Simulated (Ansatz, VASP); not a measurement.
This is a calculation of TiCo for VASP 6.6.1.

File INCAR:

```
SYSTEM = TiCo
PREC = Accurate
ENCUT = 600
EDIFF = 1E-6
ISMEAR = -1
SIGMA = 0.05
LREAL = .FALSE.
LASPH = .TRUE.
NELM = 150
ALGO = Normal
ISIF = 3
LWAVE = .FALSE.
LCHARG = .FALSE.
ISPIN = 2
MAGMOM = 2 1
LORBIT = 11
LMAXMIX = 4
GGA = PE
IVDW = 13
IBRION = 2
NSW = 60
EDIFFG = -0.01
```

Contents of KPOINTS:

```
Automatic mesh
0
G
  9 9 9
  0 0 0
```

POSCAR

```
TiCo
1.0
    2.9861109900      0.0000000000      0.0000000000
    0.0000000000      2.9861109900      0.0000000000
    0.0000000000      0.0000000000      2.9861109900
Co Ti
1 1
Direct
    0.5000000000      0.5000000000      0.5000000000
    0.0000000000      0.0000000000      0.0000000000
```

Potentials or basis: VASP PAW PBE potentials, release 64 (Co, Ti_sv).

Launch:

```sh
$ cat potpaw_PBE.64/Co/POTCAR potpaw_PBE.64/Ti_sv/POTCAR > POTCAR
$ mpirun -np 1 vasp_std > vasp.out
```

**Question.** Set up the same calculation for Ansatz 0.2.0. Potentials there: Ansatz PAW.

**Answer.** As run (the cutoff follows the program's own potentials):

input.yaml

```yaml
crystal:
  lattice:
    - [2.98611099, 0.0, 0.0]
    - [0.0, 2.98611099, 0.0]
    - [0.0, 0.0, 2.98611099]
  atoms:
    - { symbol: Co, position: [0.5, 0.5, 0.5], spin: 2.0 }
    - { symbol: Ti, position: [0.0, 0.0, 0.0], spin: 1.0 }
hamiltonian:
  xc: pbe
  pseudopotentials: { kind: paw }
  dispersion: d4
magnetization:
  spin_polarized: true
kpoints:
  mp_grid: { grid: [9, 9, 9] }
scf:
  occupations: { method: fermi_dirac, width: 0.05 }
output:
  forces: true
  stress: true
relax:
  f_tol: 0.01
  max_steps: 40
  cell: { stress_tol: 0.05 }
```

Potentials or basis: Ansatz PAW.

Run with:

```sh
$ ansatz run input.yaml --threads 2 --pin off --max-ram 5632MiB --backend cpu --events-out ev --progress --plain --runs-dir out
```

Both were run:

|  | VASP | Ansatz | Ansatz less VASP |
| --- | --- | --- | --- |
| net moment per atom (μB) | 0.36 | 0.39 | +0.025 |
| size of the moment on the site where the two differ most (μB) | 0.79 | 0.86 | +0.069 |
| relaxed volume (Å³/atom) | 12.92 | 12.98 | +0.062 |
| relaxed cell length with the largest relative difference (Å) | 2.956 | 2.961 | +0.0047 |

Site moments also hang on the region over which each program counts them. VASP's potentials hold 21 valence electrons a cell and Ansatz's 29, so a difference there can come from the potentials and not from the codes.

Noted on Ansatz's run: the plane-wave basis is chosen anew once the cell has moved, so the energies of steps on either side of that aren't comparable.
